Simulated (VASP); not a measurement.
# W (Fm-3m) in VASP: a series of runs, part 2 of 2

VASP 6.6.1. Earlier steps stand in the parts before.

### 3 Single point, PBEsol

This run uses another cell than the first one, of 17.40 Å³/atom, 1.030 times its volume.

Contents of INCAR:

```
SYSTEM = W
ALGO     = Normal         ! electronic algorithm
EDIFF    = 1E-6           ! SCF threshold, eV
ENCUT    = 520            ! plane-wave cutoff, eV
GGA      = PS             ! functional
ISIF     = 2              ! what is computed and relaxed
ISMEAR   = -1             ! smearing method
LASPH    = .TRUE.         ! aspherical terms in the spheres
LCHARG   = .TRUE.         ! write CHGCAR
LELF     = .TRUE.         ! ELF
LREAL    = .FALSE.        ! projectors in reciprocal space
LVHAR    = .TRUE.       
LWAVE    = .FALSE.        ! write WAVECAR
NBANDS   = 13             ! bands
NELM     = 100            ! most SCF steps
PREC     = Accurate       ! precision mode
SIGMA    = 0.1            ! smearing width, eV
```

Contents of KPOINTS:

```
k-points
0
G
  12 12 12
  0 0 0
```

Contents of POSCAR:

```
W
1.0
    0.0000000000      2.0567135898      2.0567135898
    2.0567135898      0.0000000000      2.0567135898
    2.0567135898      2.0567135898      0.0000000000
W
1
Direct
    0.0000000000      0.0000000000      0.0000000000
```

Potentials or basis: VASP PAW PBE potentials, release 64 (W_sv).

Run with:

```
cat potpaw_PBE.64/W_sv/POTCAR > POTCAR
mpirun -np 1 vasp_std > vasp.out
```

OUTCAR:

```text
SYSTEM = W
   EDIFF = 1E-6
   ENCUT = 520
   GGA = PS
   ISIF = 2
   ISMEAR = -1
   LASPH = .TRUE.
   LREAL = .FALSE.
   NELM = 100
   PREC = Accurate

 ion  position               nearest neighbor table
   1  0.000  0.000  0.000-

  LATTYP: Found a face centered cubic cell.
 ALAT       =     4.1134271796

  Lattice vectors:

 A1 = (   0.0000000000,   2.0567135898,   2.0567135898)
 A2 = (   2.0567135898,   0.0000000000,   2.0567135898)
 A3 = (   2.0567135898,   2.0567135898,   0.0000000000)

Analysis of symmetry for initial positions (statically):
=====================================================================
 Subroutine PRICEL returns:
 Original cell was already a primitive cell.

 Routine SETGRP: Setting up the symmetry group for a
 face centered cubic supercell.

 Subroutine GETGRP returns: Found 48 space group operations
 (whereof 48 operations were pure point group operations)
 out of a pool of 48 trial point group operations.

The static configuration has the point symmetry O_h .

Analysis of symmetry for dynamics (positions and initial velocities):
=====================================================================
 Subroutine PRICEL returns:
 Original cell was already a primitive cell.

 Routine SETGRP: Setting up the symmetry group for a
 face centered cubic supercell.

 Subroutine GETGRP returns: Found 48 space group operations
 (whereof 48 operations were pure point group operations)
 out of a pool of 48 trial point group operations.

The dynamic configuration has the point symmetry O_h .

 Subroutine INISYM returns: Found 48 space group operations
 (whereof 48 operations are pure point group operations),
 and found     1 'primitive' translations

[... 109 lines left out ...]
   IALGO  =     38    algorithm
   IMIX   =      4    mixing-type and parameters
     AMIX     =   0.40;   BMIX     =  1.00
     AMIX_MAG =   1.60;   BMIX_MAG =  1.00
  volume/ion in A,a.u.               =      17.40       117.42
  Fermi-wavevector in a.u.,A,eV,Ry     =   1.522651  2.877393 31.544644  2.318466
  Thomas-Fermi vector in A             =   2.631201
   LORBIT       =      0    0 simple, 1 ext, 2 COOP (PROOUT), +10 PAW based schemes
   GGA     = PS    functional components
   LHFCALC =     F    Hartree Fock is set to
   AEXX    =    0.0000 exact exchange contribution
   IVDW    =     0    specifies the selected vdW correction
   LEPSILON=     F    determine dielectric tensor
   LRPA    =     F    only Hartree local field effects (RPA)
 non-spin polarized calculation
  energy-cutoff  :      520.00
  volume of cell :       17.40
 maximum number of plane-waves:       487
 NGX is ok and might be reduce to    24
   NGX = 11   NGY = 11   NGZ = 11

 number of electron      13.9999999 magnetization

 Free energy of the ion-electron system (eV)
  ---------------------------------------------------
  ext. energy  EPLUGINS =         0.00000000
  ---------------------------------------------------
  free energy    TOTEN  =       -13.23205030 eV

  energy without entropy =      -13.18753608  energy(sigma->0) =      -13.20979319

 E-fermi :   9.5724     XC(G=0): -13.2316

 val. band max:        9.5495561178   @ k =   0.2500   0.1667   0.0833
 cond. band min:       9.5821517989   @ k =  -0.2500   0.0833   0.0000
 fundamental gap:      0.0325956811
 Fermi energy:         9.5724174287

 k-point     1 :       0.0000    0.0000    0.0000
  band No.  band energies     occupation
      1     -64.2052      2.00000
      2     -27.8984      2.00000
      3     -27.8984      2.00000
      4     -27.8984      2.00000
      5       0.8390      2.00000
      6       9.0433      1.98998
      7       9.0433      1.98998
      8       9.0433      1.98998
      9      11.9066      0.00000
     10      11.9066      0.00000
     11      22.2819      0.00000
     12      27.1784      0.00000
     13      27.1784      0.00000
[... 354 lines left out ...]
  band No.  band energies     occupation
      1     -64.1158      2.00000
      2     -28.7549      2.00000
      3     -28.2005      2.00000
      4     -28.0617      2.00000
      5       5.1749      2.00000
      6       7.7412      2.00000
      7       9.0542      1.98884
      8       9.6552      0.60832
      9      13.6496      0.00000
     10      15.8535      0.00000
     11      18.6209      0.00000
     12      23.9545      0.00000
     13      26.3344      0.00000

 [... further k-points ...]
[... 5 lines left out ...]
  --------------------------------------------------------------------------------------
  -------------------------------------------------------------------------------------
  Total       -2.3181174     -2.3181174     -2.3181174      0.0000000      0.0000000      0.0000000
  in kB     -213.4492109   -213.4492109   -213.4492109      0.0000000      0.0000000      0.0000000
  external PRESSURE =    -213.4492109 kB  Pullay stress =       0.0000000 kB

 VOLUME and BASIS-vectors are now :
 -----------------------------------------------------------------------------
  energy-cutoff  :      520.00
  volume of cell :       17.40
      direct lattice vectors                 reciprocal lattice vectors
     0.000000000  2.056713590  2.056713590    -0.243106285  0.243106285  0.243106285
     2.056713590  0.000000000  2.056713590     0.243106285 -0.243106285  0.243106285
     2.056713590  2.056713590  0.000000000     0.243106285  0.243106285 -0.243106285

 POSITION                                       TOTAL-FORCE (eV/Angst)
 -----------------------------------------------------------------------------------
      0.00000      0.00000      0.00000        -0.000000      0.000000      0.000000
 -----------------------------------------------------------------------------------
    total drift:                               -0.000000      0.000000      0.000000

  FREE ENERGIE OF THE ION-ELECTRON SYSTEM (eV)
  ---------------------------------------------------
  free  energy   TOTEN  =       -13.2320502994 eV

  energy  without entropy=      -13.1875360844  energy(sigma->0) =      -13.20979319
```

Run time: 7.9 s. Hardware: 1 thread of Intel Xeon 6975P-C, shared host; peak memory 0.15 GiB.

Results:

```yaml
Free_energy: -13.2321 eV
Pressure: -21.3 GPa
Band_gap_on_the_k_mesh: zero (band 7 reaches 12.30 eV, above the bottom of band 8 at 9.04 eV)
```

Levels at points of the mesh, in eV from the Fermi level:
```
           k point  band 3  band 4  band 5  band 6  band 7  band 8  band 9  band 10  band 11  band 12
(0.00, 0.00, 0.00)  -37.47  -37.47   -8.73   -0.53   -0.53   -0.53    2.33     2.33    12.71    17.61
(0.50, 0.00, 0.00)  -37.60  -37.60   -5.34   -0.73   -0.73    0.46    4.62     4.62     9.39    12.32
(0.50, 0.50, 0.00)  -37.81  -37.81   -5.14   -4.20    2.73    4.57    5.29     5.29    11.21    11.21
```

Caveat: the PAW data sets were made with another functional, which shifts forces and pressure a little; spin-orbit coupling is left out, which moves the levels of the heavy elements.
